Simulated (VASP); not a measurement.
## Nb: electric field gradients with PBEsol

Nb:

```
Nb
1.0
     0.00000    2.07915    2.07915
     2.07915    0.00000    2.07915
     2.07915    2.07915    0.00000
Nb
1
Direct
  0.00000 0.00000 0.00000
```

This cell differs from its parent crystal: volume scaled by 0.95.

- Program: VASP 6.6.1
- Task: electric field gradients
- Functional: PBEsol
- Potentials or basis: VASP PAW PBE potentials, release 64 (Nb_sv)
- Cutoff: 520 eV
- k mesh: 13 × 13 × 13
- Occupations: fermi-dirac, width 0.08 eV
- Spin: no spin polarisation
- Dipole correction: no
- Further INCAR settings: ALGO = Normal; EDIFF = 1e-08; NBANDS = 12

```yaml
Pressure: 1.6 GPa
```

Levels at points of the mesh, in eV from the Fermi level:
| k point | band 4 | band 5 | band 6 | band 7 | band 8 | band 9 |
| --- | --- | --- | --- | --- | --- | --- |
| (0.00, 0.00, 0.00) | -29.95 | -6.34 | 0.09 | 0.09 | 0.09 | 2.84 |

Run time: 13 s on 1 thread of AMD EPYC 9R45 96-Core Processor (Zen 5), on a shared host, peak memory 0.12 GiB.

Caveat: without QUAD_EFG the Cq values of the log hold for a quadrupole moment of 1 mb, not for the nuclei; the PAW data sets were made with another functional, which shifts forces and pressure a little.
